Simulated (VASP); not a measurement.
The system is BN.

```
B N
1.0
     0.00000    1.80483    1.80483
     1.80483    0.00000    1.80483
     1.80483    1.80483    0.00000
B N
1 1
Cartesian
  0.0000 0.0000 0.0000
  0.9024 0.9024 0.9024
```

Base run:

```yaml
Program: VASP 6.6.1
Functional: HSE06
Potentials_or_basis: VASP PAW PBE potentials, release 64 (B, N)
Cutoff: 520 eV
k_mesh: 8 × 8 × 8
Occupations: gaussian, width 0.01 eV
Spin: no spin polarisation
```

Its results: band gap on the k mesh 5.78 eV, indirect (least direct gap 10.57 eV); pressure -3.9 GPa.

Task: The run is repeated on the same cell with these changes: functional from HSE06 to PBE; k mesh from 8 × 8 × 8 to 6 × 6 × 6. What comes out?

Result: Band gap on the k mesh 4.46 eV, indirect (least direct gap 8.84 eV); pressure 5.1 GPa.

Several settings changed at once, so the effect can't be laid on one alone.

Caveats: some runs use coarse meshes; the PAW data sets were made with another functional, which shifts forces and pressure a little (some runs).

A k mesh can miss the band edges.
